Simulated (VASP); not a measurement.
Runs of VASP 6.6.1 on LiF. The structure is that of space group F-43m (No. 216), or close to it. The cells are those of the table. 

```tsv
level	cell	k mesh	smearing	gap on the mesh (eV)	largest force (eV/Å)
PBE	a = 3.031 Å, angles 61.0°, 2 atoms	6 × 6 × 6	gaussian 0.01 eV	7.75	0.01
PBE	a = 3.033, b = 3.033, c = 3.071 Å, angles 59.6, 59.6, 59.2°, 2 atoms	6 × 6 × 6	gaussian 0.01 eV	7.87	-
PBE	a = 2.973 Å, angles 61.3°, 2 atoms	6 × 6 × 6	gaussian 0.01 eV	8.01	0.01
r2SCAN	a = 3.033 Å, angles 60.0°, 2 atoms	10 × 10 × 10	gaussian 0.01 eV	8.76	-
PBE	a = 2.987 Å, angles 60.0°, 2 atoms	10 × 10 × 10	fermi-dirac 0.02 eV	8.17	-
PBE	a = 2.987 Å, angles 60.0°, 2 atoms	6 × 6 × 6	gaussian 0.01 eV	8.17	-
PBE	a = 3.033 Å, angles 60.0°, 2 atoms	6 × 6 × 6	gaussian 0.01 eV	7.92	-
PBE	a = 3.033, b = 3.094, c = 3.094 Å, angles 58.7, 60.7, 60.7°, 2 atoms	10 × 10 × 10	fermi-dirac 0.02 eV	7.68	-
r2SCAN	a = 2.987 Å, angles 60.0°, 2 atoms	10 × 10 × 10	gaussian 0.01 eV	(a)	-
PBE	a = 2.973 Å, angles 61.3°, 2 atoms	10 × 10 × 10	fermi-dirac 0.02 eV	8.01	0.01
PBE	a = 3.031 Å, angles 61.0°, 2 atoms	10 × 10 × 10	fermi-dirac 0.02 eV	7.75	0.01
PBE	a = 3.033, b = 3.094, c = 3.094 Å, angles 58.7, 60.7, 60.7°, 2 atoms	6 × 6 × 6	gaussian 0.01 eV	7.68	-
```

Alike in all rows: task single point; potentials or basis VASP PAW PBE potentials, release 64 (Li_sv, F); no spin polarisation; cutoff (eV) 520.

**Question.** Fill in the values left out.

**Answer.** (a) 8.98.

Caveats: some runs use coarse meshes; the PAW data sets were made with another functional, which shifts forces and pressure a little (some runs).

A k mesh can miss the band edges.
